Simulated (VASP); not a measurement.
A run of VASP 6.6.1 is set up as follows.

The input INCAR:

```
ALGO     = Normal         # electronic algorithm
EDIFF    = 1E-6           # SCF threshold, eV
EDIFFG   = -0.01          # ionic threshold
ENCUT    = 600            # plane-wave cutoff, eV
GGA      = PS             # functional
IBRION   = 2              # ionic algorithm
ISIF     = 3              # what is computed and relaxed
ISMEAR   = -1             # smearing method
LASPH    = T              # aspherical terms in the spheres
LCHARG   = F              # write CHGCAR
LREAL    = F              # projectors in reciprocal space
LWAVE    = F              # write WAVECAR
NELM     = 60             # most SCF steps
NSW      = 100            # ionic steps
PREC     = Accurate       # precision mode
SIGMA    = 0.03           # smearing width, eV
```

KPOINTS

```
k-points
0
Gamma
  9 9 4
```

The input POSCAR:

```
Na2HfO3
1.0
    3.2526693800      0.0000000000      0.0000000000
   -1.6263346900      2.8168943200      0.0000000000
    0.0000000000      0.0000000000      8.0447187900
Na Hf O
2 1 3
Direct
    0.3333333300      0.6666666700      0.6790233900
    0.6666666700      0.3333333300      0.3209766100
    0.0000000000      0.0000000000      0.0000000000
    0.3333333300      0.6666666700      0.1429916000
    0.6666666700      0.3333333300      0.8570084000
    0.0000000000      0.0000000000      0.5000000000
```

Potentials or basis: VASP PAW PBE potentials, release 64 (Na_pv, Hf_pv, O).

Command:

```sh
$ cat potpaw_PBE.64/Na_pv/POTCAR potpaw_PBE.64/Hf_pv/POTCAR potpaw_PBE.64/O/POTCAR > POTCAR
$ mpirun -np 1 vasp_std > vasp.out
```

Question: Predict the space group after relaxing (to 0.05 Å).

Answer: P-3m1 (No. 164).

Question: Predict the band gap on the k mesh.

Answer: Zero (band 21 reaches 3.48 eV, above the bottom of band 22 at 3.29 eV).

Question: Estimate the relaxed volume.

Answer: 13.72 Å³/atom.

Final structure:
```
CELL_PARAMETERS angstrom
3.31802 0.00000 0.00000
-1.65901 2.87349 0.00000
0.00000 0.00000 8.63528
ATOMIC_POSITIONS crystal
Na 0.33333 0.66667 0.62298
Na 0.66667 0.33333 0.37702
Hf 0.00000 0.00000 0.00000
O 0.33333 0.66667 0.10613
O 0.66667 0.33333 0.89387
O 0.00000 0.00000 0.50000
```

Caveat: the PAW data sets were made with another functional, which shifts forces and pressure a little; spin-orbit coupling is left out, which moves the levels of the heavy elements.
